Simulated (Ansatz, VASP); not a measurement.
# KBr: VASP beside Ansatz

Contents of INCAR:

```
SYSTEM = KBr
  PREC = Accurate
  ENCUT = 500
  EDIFF = 1E-6
  ISMEAR = 0
  SIGMA = 0.05
  LREAL = .False.
  LASPH = .True.
  NELM = 120
  ALGO = Normal
  ISIF = 2
  LWAVE = .False.
  LCHARG = .False.
  GGA = PS
  NBANDS = 15
  GGA_COMPAT = .False.
```

The input KPOINTS:

```
regular mesh
0
Gamma
  8 8 8
  0 0 0
```

File POSCAR:

```
KBr
1.0
    0.0000000000      3.2750162544      3.3405165795
    3.2750162544      0.0000000000      3.3405165795
    3.2750162544      3.2750162544      0.0000000000
K Br
1 1
Direct
    0.0000000000      0.0000000000      0.0000000000
    0.5000000000      0.5000000000      0.5000000000
```

Input for Ansatz:

```yaml
crystal:
  lattice:
    - [0.0, 3.2750162544, 3.3405165795]
    - [3.2750162544, 0.0, 3.3405165795]
    - [3.2750162544, 3.2750162544, 0.0]
  atoms:
    - { symbol: K, position: [0.0, 0.0, 0.0] }
    - { symbol: Br, position: [0.5, 0.5, 0.5] }
basis:
  ecutwfc: 420
  ecutrho_ratio: 4
kpoints:
  mp_grid: { grid: [8, 8, 8] }
hamiltonian:
  xc: pbesol
scf:
  occupations: { method: gaussian, width: 0.05 }
output:
  forces: true
  stress: true
  eigenvalues: true
```

Change from the starting cell: strain e3 = +0.02, atoms carried along.

Alike in both runs: task single point; functional PBEsol; k mesh 8 × 8 × 8; occupations gaussian, width 0.05 eV; no spin polarisation.

```csv
,VASP,Ansatz
version,VASP 6.6.1,Ansatz 0.2.0
potentials or method,"VASP PAW PBE potentials, release 64 (K_sv, Br), cutoff 500 eV","scalar-relativistic, plane waves, PAW"
valence electrons in the cell,16,16
```

VASP gave:

* gap on the k mesh at the Fermi level (eV): 4.28
* least direct gap on the mesh (eV): 4.28
* pressure (GPa): -0.2
* traceless stress, the component that is largest in VASP (GPa): -0.37

**Question.** Estimate Ansatz's values.

**Answer.** gap on the k mesh at the Fermi level (eV): 4.29; least direct gap on the mesh (eV): 4.29; pressure (GPa): -0.3; traceless stress, the component that is largest in VASP (GPa): -0.36.

VASP's potentials were made for PBE, not for PBEsol.
